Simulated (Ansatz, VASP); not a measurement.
# Two plane-wave programs on Nb

```
CELL_PARAMETERS angstrom
0.00000 2.90675 2.90675
2.90675 0.00000 2.90675
2.90675 2.90675 0.00000
ATOMIC_POSITIONS crystal
Nb 0.12500 0.12500 0.12500
Nb 0.87500 0.87500 0.87500
```

Alike in both runs: functional PBEsol; k mesh 9 × 9 × 9; occupations fermi-dirac, width 0.1 eV; no spin polarisation.

Ansatz relaxed the structure, and its values are those at the end. VASP's run is a single point on that final structure, the one shown.

|  | VASP | Ansatz |
| --- | --- | --- |
| version | VASP 6.6.1 | Ansatz 0.2.0 |
| potentials or method | VASP PAW PBE potentials, release 64 (Nb_sv), cutoff 520 eV | plane waves (420 eV) with PAW, scalar-relativistic |
| valence electrons in the cell | 26 | 26 |

|  | VASP | Ansatz | Ansatz less VASP |
| --- | --- | --- | --- |
| pressure (GPa) | 0.0 | 0.0 | -0.05 |

VASP's potentials were made for PBE, not for PBEsol, and Ansatz warns of the same on its side. The functional is the same, so the differences come from potentials, cutoffs and numerics.
